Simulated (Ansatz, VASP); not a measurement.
## Two plane-wave programs on PtS2

```
CELL_PARAMETERS angstrom
1.76444 1.01870 5.52305
-1.76444 1.01870 5.52305
0.00000 -2.03740 5.52305
ATOMIC_POSITIONS crystal
Pt 0.00000 0.00000 0.00000
S 0.25830 0.25830 0.25830
S 0.74170 0.74170 0.74170
```

Alike in both runs: task single point; functional PBE; k mesh 8 × 8 × 8; occupations fermi-dirac, width 0.02 eV; no spin polarisation.

|  | VASP | Ansatz |
| --- | --- | --- |
| version | VASP 6.6.1 | Ansatz 0.2.0 |
| potentials or method | VASP PAW PBE potentials, release 64 (Pt, S) | plane waves, PAW |
| plane-wave cutoff (eV) | 520 | 420 |
| valence electrons in the cell | 22 | 30 |

```tsv
	VASP	Ansatz	Ansatz less VASP
gap on the k mesh at the Fermi level (eV)	1.07	1.06	-0.002
pressure (GPa)	3.0	3.5	+0.44
traceless stress, the component that is largest in VASP (GPa)	-0.89	-1.00	-0.111
rms of the force components (eV/Å)	0.005	0.023	+0.0189
```

Atom by atom the forces differ by 0.019 eV/Å (rms over components). The functional is the same, so the differences come from potentials, cutoffs and numerics. VASP's potentials hold 22 valence electrons a cell and Ansatz's 30, so a difference there can come from the potentials and not from the codes.

Spin-orbit coupling is off throughout.
